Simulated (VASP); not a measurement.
# BN (F-43m) in VASP: notebook

The runs below take BN through relaxation of cell and atoms, single point, with revPBE+D3(BJ), PBE+D4, LDA.

Program: VASP 6.6.1. These are calculated values, not measurements. Logs are shortened: lines on timing, memory, paths and dates and some standing lists are left out, and cuts for length are marked.

## (1) The cell of the first run

The structure is cubic, space group F-43m (No. 216). The conventional cell has a = 3.626 Å, b = 3.626 Å, c = 3.626 Å, α = 90.00°, β = 90.00°, γ = 90.00°. N (site symmetry -43m) has 4 B at 1.57 Å within 2.1 Å. B (site symmetry -43m) has 4 N at 1.57 Å within 2.1 Å.

## (2) Relaxation of cell and atoms, revPBE+D3(BJ)

File INCAR:

```
SYSTEM = BN
PREC = Accurate
ENCUT = 600
EDIFF = 1E-6
ISMEAR = -1
SIGMA = 0.05
LREAL = .FALSE.
LASPH = .TRUE.
NELM = 60
ALGO = Normal
ISIF = 3
LWAVE = .FALSE.
LCHARG = .FALSE.
GGA = RE
IVDW = 12
IBRION = 2
NSW = 80
EDIFFG = -0.02
```

File KPOINTS:

```
regular mesh
0
G
  13 13 13
  0 0 0
```

File POSCAR:

```
BN
1.0
    0.0000000000      1.8130010000      1.8130010000
    1.8130010000      0.0000000000      1.8130010000
    1.8130010000      1.8130010000      0.0000000000
N B
1 1
Direct
    0.2500000000      0.2500000000      0.2500000000
    0.0000000000      0.0000000000      0.0000000000
```

Potentials or basis: VASP PAW PBE potentials, release 64 (N, B).

Command:

```
$ cat potpaw_PBE.64/N/POTCAR potpaw_PBE.64/B/POTCAR > POTCAR
$ mpirun -np 1 vasp_std > vasp.out
```

OUTCAR:

```text
SYSTEM = BN
   PREC = Accurate
   ENCUT = 600
   EDIFF = 1E-6
   ISMEAR = -1
   LREAL = .FALSE.
   LASPH = .TRUE.
   NELM = 60
   ISIF = 3
   GGA = RE
   IVDW = 12
   IBRION = 2
   NSW = 80
   EDIFFG = -0.02
 IVDW          = 12

 ion  position               nearest neighbor table
   1  0.250  0.250  0.250-   2 1.57   2 1.57   2 1.57   2 1.57
   2  0.000  0.000  0.000-   1 1.57   1 1.57   1 1.57   1 1.57

  LATTYP: Found a face centered cubic cell.
 ALAT       =     3.6260020000

  Lattice vectors:

 A1 = (   0.0000000000,   1.8130010000,   1.8130010000)
 A2 = (   1.8130010000,   0.0000000000,   1.8130010000)
 A3 = (   1.8130010000,   1.8130010000,   0.0000000000)

Analysis of symmetry for initial positions (statically):
=====================================================================
 Subroutine PRICEL returns:
 Original cell was already a primitive cell.

 Routine SETGRP: Setting up the symmetry group for a
 face centered cubic supercell.

 Subroutine GETGRP returns: Found 24 space group operations
 (whereof 24 operations were pure point group operations)
 out of a pool of 48 trial point group operations.

The static configuration has the point symmetry T_d .

Analysis of symmetry for dynamics (positions and initial velocities):
=====================================================================
 Subroutine PRICEL returns:
 Original cell was already a primitive cell.

 Routine SETGRP: Setting up the symmetry group for a
 face centered cubic supercell.

 Subroutine GETGRP returns: Found 24 space group operations
 (whereof 24 operations were pure point group operations)
 out of a pool of 48 trial point group operations.

The dynamic configuration has the point symmetry T_d .

 Subroutine INISYM returns: Found 24 space group operations
 (whereof 24 operations are pure point group operations),
 and found     1 'primitive' translations

----------------------------------------------------------------------------------------

                                     Primitive cell

  volume of cell :      11.9186

  direct lattice vectors                    reciprocal lattice vectors
     0.000000000  1.813001000  1.813001000    -0.275785838  0.275785838  0.275785838
     1.813001000  0.000000000  1.813001000     0.275785838 -0.275785838  0.275785838
     1.813001000  1.813001000  0.000000000     0.275785838  0.275785838 -0.275785838

  length of vectors
     2.563970603  2.563970603  2.563970603     0.477675083  0.477675083  0.477675083

  position of ions in fractional coordinates (direct lattice)
     0.250000000  0.250000000  0.250000000
     0.000000000  0.000000000  0.000000000

  ion indices of the primitive-cell ions
   primitive index   ion index
                 1           1
                 2           2

----------------------------------------------------------------------------------------

 KPOINTS: regular mesh

Automatic generation of k-mesh.
 Grid dimensions read from file:
 generate k-points for:   13   13   13

 Generating k-lattice:

  Cartesian coordinates                     Fractional coordinates (reciprocal lattice)
    -0.021214295  0.021214295  0.021214295     0.076923077  0.000000000  0.000000000
     0.021214295 -0.021214295  0.021214295     0.000000000  0.076923077  0.000000000
     0.021214295  0.021214295 -0.021214295     0.000000000  0.000000000  0.076923077

  Length of vectors
     0.036744237  0.036744237  0.036744237

  Shift w.r.t. Gamma in fractional coordinates (k-lattice)
     0.000000000  0.000000000  0.000000000

 Subroutine IBZKPT returns following result:
 ===========================================

 Found     84 irreducible k-points:

 Following reciprocal coordinates:
            Coordinates               Weight
  0.000000  0.000000  0.000000      1.000000
  0.076923  0.000000  0.000000      8.000000
  0.153846  0.000000  0.000000      8.000000
  0.230769  0.000000  0.000000      8.000000
  0.307692  0.000000  0.000000      8.000000
  0.384615  0.000000  0.000000      8.000000
[... 16 lines left out ...]
  0.384615  0.153846  0.000000     24.000000
  0.461538  0.153846  0.000000     24.000000
 [... further k-points ...]
   k-points           NKPTS =     84   k-points in BZ     NKDIM =     84   number of bands    NBANDS=      8
   number of dos      NEDOS =    301   number of ions     NIONS =      2
   total plane-waves  NPLWV =   8000
   dimension x,y,z NGX =    20 NGY =   20 NGZ =   20
   dimension x,y,z NGXF=    40 NGYF=   40 NGZF=   40
   ions per type =               1   1
   NGX,Y,Z   is equivalent  to a cutoff of  12.97, 12.97, 12.97 a.u.
   NGXF,Y,Z  is equivalent  to a cutoff of  25.94, 25.94, 25.94 a.u.
 SYSTEM =  BN
   PREC   = accura    normal or accurate (medium, high low for compatibility)
   ISTART =      0    job   : 0-new  1-cont  2-samecut
   ICHARG =      2    charge: 1-file 2-atom 10-const
   ISPIN  =      1    spin polarized calculation?
   LNONCOLLINEAR =      F non collinear calculations
   LSORBIT =      F    spin-orbit coupling
   LASPH  =      T    aspherical Exc in radial PAW
   ENCUT  =  600.0 eV  44.10 Ry    6.64 a.u.   5.12  5.12  5.12*2*pi/ulx,y,z
   NELM   =     60;   NELMIN=  2; NELMDL= -5     # of ELM steps
   EDIFF  = 0.1E-05   stopping-criterion for ELM
   LREAL  =      F    real-space projection
   EDIFFG = -.2E-01   stopping-criterion for IOM
   NSW    =     80    number of steps for IOM
   IBRION =      2    ionic relax: 0-MD 1-quasi-New 2-CG
   NFREE  =      1    steps in history (QN), initial steepest desc. (CG)
   ISIF   =      3    stress and relaxation
   ISYM   =      2    0-nonsym 1-usesym 2-fastsym
   POTIM  = 0.5000    time-step for ionic-motion
   TEBEG  =    0.0;   TEEND  =   0.0 temperature during run
   PSTRESS=    0.0 pullay stress
   NELECT =       8.0000    total number of electrons
   NUPDOWN=      -1.0000    fix difference up-down
   EMIN   =  10.00;   EMAX   =-10.00  energy-range for DOS
   EFERMI =   0.00;   METHOD = LEGACY
   ISMEAR =    -1;   SIGMA  =   0.05  broadening in eV -4-tet -1-fermi 0-gaus
   EFERMI_NEDOS =   21; number of points for ismear=-14 and -15
   IALGO  =     38    algorithm
   IMIX   =      4    mixing-type and parameters
     AMIX     =   0.40;   BMIX     =  1.00
     AMIX_MAG =   1.60;   BMIX_MAG =  1.00
  volume/ion in A,a.u.               =       5.96        40.22
  Fermi-wavevector in a.u.,A,eV,Ry     =   1.433387  2.708709 27.954506  2.054598
  Thomas-Fermi vector in A             =   2.552911
   LORBIT       =      0    0 simple, 1 ext, 2 COOP (PROOUT), +10 PAW based schemes
   GGA     = RE    functional components
   LHFCALC =     F    Hartree Fock is set to
   AEXX    =    0.0000 exact exchange contribution
   IVDW    =    12    specifies the selected vdW correction
   LEPSILON=     F    determine dielectric tensor
   LRPA    =     F    only Hartree local field effects (RPA)
 conjugate gradient relaxation of ions
 non-spin polarized calculation
  energy-cutoff  :      600.00
  volume of cell :       11.92
 maximum number of plane-waves:       411
   NGX = 11   NGY = 11   NGZ = 11

--------------------------------------- Ionic step        1  -------------------------------------------

 number of electron       7.9999999 magnetization

 Free energy of the ion-electron system (eV)
  ---------------------------------------------------
  ext. energy  EPLUGINS =         0.00000000
  ---------------------------------------------------
  free energy    TOTEN  =       -16.77470115 eV

  energy without entropy =      -16.77470115  energy(sigma->0) =      -16.77470115

------------------------ aborting loop because EDIFF is reached ----------------------------------------

 Edisp (eV)   -0.85452

 E8    (eV) :    -0.5019

  FORCE on cell =-STRESS in cart. coord.  units (eV):
  Direction    XX          YY          ZZ          XY          YZ          ZX
  --------------------------------------------------------------------------------------
  -------------------------------------------------------------------------------------
  Total      -0.54931    -0.54931    -0.54931     0.00000     0.00000     0.00000
  in kB     -73.84155   -73.84155   -73.84155     0.00000     0.00000     0.00000
  external pressure =      -73.84 kB  Pullay stress =        0.00 kB
[... 61 lines left out ...]
  energy  without entropy=      -17.6291352799  energy(sigma->0) =      -17.62913528

--------------------------------------- Ionic step        3  -------------------------------------------

 number of electron       7.9999999 magnetization

 Free energy of the ion-electron system (eV)
  ---------------------------------------------------
  ext. energy  EPLUGINS =         0.00000000
  ---------------------------------------------------
  free energy    TOTEN  =       -16.76307840 eV

  energy without entropy =      -16.76307840  energy(sigma->0) =      -16.76307840

 E-fermi :   8.5501     XC(G=0): -12.8106

 val. band max:        7.6257049838   @ k =   0.0000   0.0000   0.0000
 cond. band min:      12.1883359630   @ k =   0.4615   0.4615   0.0000
 fundamental gap:      4.5626309792
 Fermi energy:         8.5500659638

 k-point     1 :       0.0000    0.0000    0.0000
  band No.  band energies     occupation
      1     -12.7834      2.00000
      2       7.6257      2.00000
      3       7.6257      2.00000
      4       7.6257      2.00000
      5      16.5421      0.00000
      6      16.5421      0.00000
      7      16.5421      0.00000
      8      18.1447      0.00000
[... 243 lines left out ...]
 k-point    24 :       0.4615    0.1538    0.0000
  band No.  band energies     occupation
      1      -8.7694      2.00000
      2      -1.7375      2.00000
      3       4.3283      2.00000
      4       4.7657      2.00000
      5      16.6056      0.00000
      6      19.9033      0.00000
      7      20.2801      0.00000
      8      22.4836      0.00000

 [... further k-points ...]

------------------------ aborting loop because EDIFF is reached ----------------------------------------

 Edisp (eV)   -0.87169

 E8    (eV) :    -0.5119

  FORCE on cell =-STRESS in cart. coord.  units (eV):
  Direction    XX          YY          ZZ          XY          YZ          ZX
  --------------------------------------------------------------------------------------
  -------------------------------------------------------------------------------------
  Total      -0.00107    -0.00107    -0.00107    -0.00000    -0.00000     0.00000
  in kB      -0.14715    -0.14715    -0.14715    -0.00000    -0.00000     0.00000
  external pressure =       -0.15 kB  Pullay stress =        0.00 kB
[... 17 lines left out ...]
  FREE ENERGIE OF THE ION-ELECTRON SYSTEM (eV)
  ---------------------------------------------------
  free  energy   TOTEN  =       -17.6347692034 eV

  energy  without entropy=      -17.6347692034  energy(sigma->0) =      -17.63476920

 reached required accuracy - stopping structural energy minimisation
```

Wall time 10 s (1 thread of Intel Xeon 6975P-C, shared host); peak memory 0.14 GiB.

Results:

```
Free energy                            : -17.6348 eV
Relaxed volume                         : 5.84 Å³/atom
Relaxed cell                           : a = 2.547 Å, b = 2.547 Å, c = 2.547 Å, α = 60.00°, β = 60.00°, γ = 60.00°
Space group after relaxing (to 0.05 Å) : F-43m (No. 216)
Energy gained by relaxing              : 2.8 meV/atom
Ionic steps                            : 3
Pressure after relaxing                : 0.0 GPa
Band gap on the k mesh                 : 4.56 eV, indirect (least direct gap 8.92 eV)
Dispersion energy per atom             : -0.436 eV
```

Step by step:
| step | energy change (eV) | largest force (eV/Å) | pressure (GPa) | volume (Å³) |
| --- | --- | --- | --- | --- |
| 1 | 0.0000 | 0.0000 | -7.38 | 11.92 |
| 2 | 0.0001 | 0.0000 | 7.95 | 11.45 |
| 3 | -0.0056 | 0.0000 | -0.01 | 11.68 |

Final structure:
```
CELL_PARAMETERS angstrom
0.00000 1.80096 1.80096
1.80096 0.00000 1.80096
1.80096 1.80096 0.00000
ATOMIC_POSITIONS crystal
N 0.25000 0.25000 0.25000
B 0.00000 0.00000 0.00000
```

Caveat: the PAW data sets were made with another functional, which shifts forces and pressure a little. As with any semilocal functional, this revPBE gap is likely too small.

## (3) Relaxation of cell and atoms, PBE+D4

File INCAR:

```
SYSTEM = BN
PREC = Accurate ; ENCUT = 600
EDIFF = 1E-6 ; ISMEAR = -1
SIGMA = 0.05 ; LREAL = .FALSE.
LASPH = .TRUE. ; NELM = 60
ALGO = Normal ; ISIF = 3
LWAVE = .FALSE. ; LCHARG = .FALSE.
GGA = PE ; IVDW = 13
IBRION = 2 ; NSW = 80
EDIFFG = -0.02
```

KPOINTS is that of step 2.

POSCAR is that of step 2.

Potentials or basis: VASP PAW PBE potentials, release 64 (N, B).

Command:

```
$ cat potpaw_PBE.64/N/POTCAR potpaw_PBE.64/B/POTCAR > POTCAR
$ mpirun -np 1 vasp_std > vasp.out
```

Run time: 19 s. Hardware: 1 thread of Intel Xeon 6975P-C, shared host; peak memory 0.12 GiB.

The run converged. Its results:

| Item | Value |
| --- | --- |
| Free energy | -17.9310 eV |
| Relaxed volume | 5.86 Å³/atom |
| Relaxed cell | a = 2.550 Å, b = 2.550 Å, c = 2.550 Å, α = 60.00°, β = 60.00°, γ = 60.00° |
| Space group after relaxing (to 0.05 Å) | F-43m (No. 216) |
| Energy gained by relaxing | 1.8 meV/atom |
| Ionic steps | 3 |
| Pressure after relaxing | 0.0 GPa |
| Band gap on the k mesh | 4.54 eV, indirect (least direct gap 8.85 eV) |
| Dispersion energy per atom | -0.240 eV |

The path:
```
step  energy change (eV)  largest force (eV/Å)  pressure (GPa)  volume (Å³)
   1              0.0000                0.0000           -5.97        11.92
   2              0.0002                0.0000            6.52        11.54
   3             -0.0036                0.0000           -0.01        11.73
```

Final structure:
```yaml
crystal:
  lattice:
    - [0.00000, 1.80338, 1.80338]
    - [1.80338, 0.00000, 1.80338]
    - [1.80338, 1.80338, 0.00000]
  atoms:
    - { symbol: N, position: [0.25000, 0.25000, 0.25000] }
    - { symbol: B, position: [0.00000, 0.00000, 0.00000] }
```

Levels at points of the mesh, in eV from the valence-band top:
```
           k point  band 2  band 3  band 4  band 5  band 6  band 7
(0.00, 0.00, 0.00)    0.00    0.00    0.00    8.85    8.85    8.85
```

A k mesh can miss the band edges. As with any semilocal functional, this PBE gap is likely too small.

## (4) Single point, LDA, non-collinear spin, typed start

File INCAR:

```
PREC = Accurate ; ENCUT = 520
EDIFF = 1E-6 ; ISMEAR = 0
SIGMA = 0.1 ; LREAL = False
LASPH = True ; NELM = 150
ALGO = Normal ; ISIF = 2
LWAVE = False ; LCHARG = True
LNONCOLLINEAR = True ; MAGMOM = 0 0 0.5 0 0 0
LORBIT = 11 ; LVHAR = True
NBANDS = 20
```

File KPOINTS:

```
regular mesh
0
Gamma
  10 10 10
```

POSCAR is that of step 3.

Potentials or basis: VASP PAW LDA potentials, release 64 (N, B).

Command:

```
$ cat potpaw_LDA.64/N/POTCAR potpaw_LDA.64/B/POTCAR > POTCAR
$ mpirun -np 1 vasp_ncl > vasp.out
```

It took 74 s on 1 thread of Intel Xeon 6975P-C, shared host; peak memory 0.2 GiB.

The run converged. Its results:

| Item | Value |
| --- | --- |
| Free energy | -19.3968 eV |
| Pressure | -13.3 GPa |
| Band gap on the k mesh | 4.33 eV, indirect (least direct gap 8.64 eV) |
| Net moment | 0.00 μB per cell |
| Valence electrons inside the program's atomic spheres | N 3.93; B 2.03 |

Levels at points of the mesh, in eV from the valence-band top:
```csv
k point,band 5,band 6,band 7,band 8,band 9,band 10,band 11,band 12
"(0.00, 0.00, 0.00)",0.00,0.00,0.00,0.00,8.64,8.64,8.64,8.64
"(0.50, 0.00, 0.00)",-1.93,-1.93,-1.93,-1.93,10.09,10.09,10.51,10.51
"(0.50, 0.50, 0.00)",-4.88,-4.88,-4.88,-4.88,4.33,4.33,9.09,9.09
"(0.00, 0.50, 0.50)",-4.88,-4.88,-4.88,-4.88,4.33,4.33,9.09,9.09
```

Moments on the atoms (μB; x, y, z):
```
N   0.00 0.00 0.00
B   0.00 0.00 0.00
```

A k mesh can miss the band edges. As with any semilocal functional, this LDA gap is likely too small.

## (5) Single point, LDA

This run uses another cell than the first one, of 5.74 Å³/atom, 0.963 times its volume.

File INCAR:

```
SYSTEM = BN
  ALGO = Normal
  EDIFF = 1E-6
  ENCUT = 910
  GGA_COMPAT = .FALSE.
  ISIF = 2
  ISMEAR = -1
  LASPH = .TRUE.
  LCHARG = .FALSE.
  LREAL = .FALSE.
  LWAVE = .FALSE.
  NBANDS = 11
  NELM = 120
  PREC = Accurate
  SIGMA = 0.05
```

File KPOINTS:

```
k-points
0
G
  13 13 13
  0 0 0
```

File POSCAR:

```
BN
1.0
    0.0000000000      1.7902808579      1.7902808579
    1.7902808579      0.0000000000      1.7902808579
    1.7902808579      1.7902808579      0.0000000000
N B
1 1
Direct
    0.2500000000      0.2500000000      0.2500000000
    0.0000000000      0.0000000000      0.0000000000
```

Potentials or basis: VASP PAW LDA potentials, release 64 (N_h, B_h).

Command:

```
$ cat potpaw_LDA.64/N_h/POTCAR potpaw_LDA.64/B_h/POTCAR > POTCAR
$ mpirun -np 1 vasp_std > vasp.out
```

It took 11 s on 1 thread of Intel Xeon 6975P-C (Granite Rapids), shared host; peak memory 0.14 GiB.

The run converged. Its results:

* Free energy: -19.4195 eV
* Pressure: 0.5 GPa
* Band gap on the k mesh: 4.46 eV, indirect (least direct gap 8.82 eV)

Levels at points of the mesh, in eV from the valence-band top:
| k point | band 1 | band 2 | band 3 | band 4 | band 5 | band 6 | band 7 | band 8 |
| --- | --- | --- | --- | --- | --- | --- | --- | --- |
| (0.00, 0.00, 0.00) | -20.40 | 0.00 | 0.00 | 0.00 | 8.82 | 8.82 | 8.82 | 10.91 |

Caveat: the cutoff is under 1.25 times the usual one of these potentials, so pressure, stress and relaxed cells hold a basis-set (Pulay) error. A k mesh can miss the band edges.

## (6) Overview

```tsv
task	level	potentials or basis	spin	cell	k mesh	cutoff (eV)	smearing	second run	gap on the mesh (eV)	pressure (GPa)	relaxed volume (Å³/atom)
relaxation of cell and atoms	revPBE+D3(BJ)	VASP PAW PBE potentials, release 64 (N, B)	off	relaxed from a = 2.564 Å, angles 60.0°, 2 atoms	13 × 13 × 13	600	fermi-dirac 0.05 eV	-	4.56	0.0	5.84
relaxation of cell and atoms	PBE+D4	VASP PAW PBE potentials, release 64 (N, B)	off	relaxed from a = 2.564 Å, angles 60.0°, 2 atoms	13 × 13 × 13	600	fermi-dirac 0.05 eV	-	4.54	0.0	5.86
single point	LDA	VASP PAW LDA potentials, release 64 (N, B)	non-collinear, typed start	a = 2.564 Å, angles 60.0°, 2 atoms	10 × 10 × 10	520	gaussian 0.1 eV	-	4.33	-13.3	-
single point	LDA	VASP PAW LDA potentials, release 64 (N_h, B_h)	off	a = 2.532 Å, angles 60.0°, 2 atoms	13 × 13 × 13	910	fermi-dirac 0.05 eV	hard_potentials	4.46	0.5	-
```

Caveats: the PAW data sets were made with another functional, which shifts forces and pressure a little (some runs); the cutoff is under 1.25 times the usual one of these potentials, so pressure, stress and relaxed cells hold a basis-set (Pulay) error (some runs).

Absolute energies hang on the potentials; compare differences alone.
